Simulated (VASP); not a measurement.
Set up this calculation in VASP 6.6.1, as the native input.

```yaml
Task: single point
Functional: LDA
Potentials_or_basis: VASP PAW LDA potentials, release 64 (Au)
Cutoff: 520 eV
k_mesh: 11 × 11 × 11
Occupations: fermi-dirac, width 0.05 eV
Spin: no spin polarisation
Dipole_correction: no
Further_INCAR_settings: ALGO = Normal; EDIFF = 1e-06; NBANDS = 12
```

The structure of Au lies in POSCAR:

```
Au
1.0
    0.0000000000      2.0617793868      2.0617793868
    2.0617793868      0.0000000000      2.0617793868
    2.0617793868      2.0617793868      0.0000000000
Au
1
Direct
    0.0000000000      0.0000000000      0.0000000000
```

One way to write it, as run:

INCAR

```
PREC     = Accurate       # precision mode
ENCUT    = 520            # plane-wave cutoff, eV
EDIFF    = 1E-6           # SCF threshold, eV
ISMEAR   = -1             # smearing method
SIGMA    = 0.05           # smearing width, eV
LREAL    = False          # projectors in reciprocal space
LASPH    = True           # aspherical terms in the spheres
NELM     = 100            # most SCF steps
ALGO     = Normal         # electronic algorithm
ISIF     = 2              # what is computed and relaxed
LWAVE    = False          # write WAVECAR
LCHARG   = False          # write CHGCAR
GGA      = CA             # functional
NBANDS   = 12             # bands
```

KPOINTS

```
Automatic mesh
0
Gamma
  11 11 11
```

Potentials or basis: VASP PAW LDA potentials, release 64 (Au).

The run is started by

```sh
$ cat potpaw_LDA.64/Au/POTCAR > POTCAR
$ mpirun -np 1 vasp_std > vasp.out
```

It gave:

- Pressure: -8.9 GPa

Wall time 5 s on 1 thread of Intel(R) Xeon(R) Platinum 8488C (Sapphire Rapids), on a shared host, peak memory 0.14 GiB.
